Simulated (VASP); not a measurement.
A run of VASP 6.6.1 is set up as follows.

INCAR

```
PREC = Accurate
ENCUT = 520
EDIFF = 1E-6
ISMEAR = 0
SIGMA = 0.1
LREAL = F
LASPH = T
NELM = 60
ALGO = Normal
ISIF = 2
LWAVE = F
LCHARG = F
GGA = PE
NBANDS = 22
```

Contents of KPOINTS:

```
Automatic mesh
0
Gamma
  4 4 4
```

File POSCAR:

```
Zr2H3
1.0
    3.8550124500      0.0000000000      0.0000000000
    0.0000000000      3.8550124500      0.0000000000
    0.0000000000      0.0000000000      3.8550124500
Zr H
2 3
Direct
    0.5000000000      0.5000000000      0.5000000000
    0.0000000000      0.0000000000      0.0000000000
    0.5000000000      0.0000000000      0.0000000000
    0.0000000000      0.5000000000      0.0000000000
    0.0000000000      0.0000000000      0.5000000000
```

Potentials or basis: VASP PAW PBE potentials, release 64 (Zr_sv, H).

Launch:

```console
$ cat potpaw_PBE.64/Zr_sv/POTCAR potpaw_PBE.64/H/POTCAR > POTCAR
$ mpirun -np 1 vasp_std > vasp.out
```

Question: Estimate the band gap on the k mesh.

Answer: Zero (an odd number of electrons rules out a gap without spin polarisation).

Question: What does it give for the pressure?

Answer: -6.0 GPa.

Caveat: the k points lie up to 0.41 Å⁻¹ apart, too coarse for converged energies and pressures of a metal.
